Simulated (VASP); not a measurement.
# CoSi2: single point with PBEsol

Crystal: CoSi2.

```
CELL_PARAMETERS angstrom
0.00000 2.61340 2.74407
2.61340 0.00000 2.74407
2.61340 2.61340 0.00000
ATOMIC_POSITIONS crystal
Co 0.00000 0.00000 0.00000
Si 0.25000 0.25000 0.25000
Si 0.75000 0.75000 0.75000
```

This cell differs from its parent crystal: ratio of the length along z to the lengths across it x 1.05, volume and fractional coordinates fixed.

```
Program                : VASP 6.6.1
Task                   : single point
Functional             : PBEsol
Potentials or basis    : VASP PAW PBE potentials, release 64 (Co, Si)
Cutoff                 : 520 eV
k mesh                 : 18 × 18 × 18
Occupations            : gaussian, width 0.15 eV
Spin                   : no spin polarisation
Dipole correction      : no
Further INCAR settings : ALGO = Normal; EDIFF = 1e-07; NBANDS = 16
```

- Pressure: 0.2 GPa

Stress tensor (GPa, compression positive):
```
 1.77  0.00  0.00
 0.00  1.77  0.00
 0.00  0.00 -2.85
```

Levels at points of the mesh, in eV from the Fermi level:
| k point | band 7 | band 8 | band 9 | band 10 | band 11 | band 12 |
| --- | --- | --- | --- | --- | --- | --- |
| (0.00, 0.00, 0.00) | 1.06 | 3.05 | 3.31 | 3.31 | 3.62 | 3.62 |
| (0.50, 0.00, 0.00) | -1.65 | -0.68 | -0.29 | 2.80 | 3.34 | 3.55 |
| (0.50, 0.50, 0.00) | -2.08 | -2.08 | -1.34 | 1.93 | 3.04 | 8.56 |
| (0.50, 0.00, 0.50) | -1.95 | -1.87 | -1.37 | 1.57 | 2.83 | 8.60 |

It took 110 s on 1 thread of Intel(R) Xeon(R) 6975P-C (Granite Rapids), with other jobs on the host, peak memory 0.38 GiB.

Caveat: the PAW data sets were made with another functional, which shifts forces and pressure a little. Spin polarisation is off, so any magnetic state and its effect on volume and gap are missing.
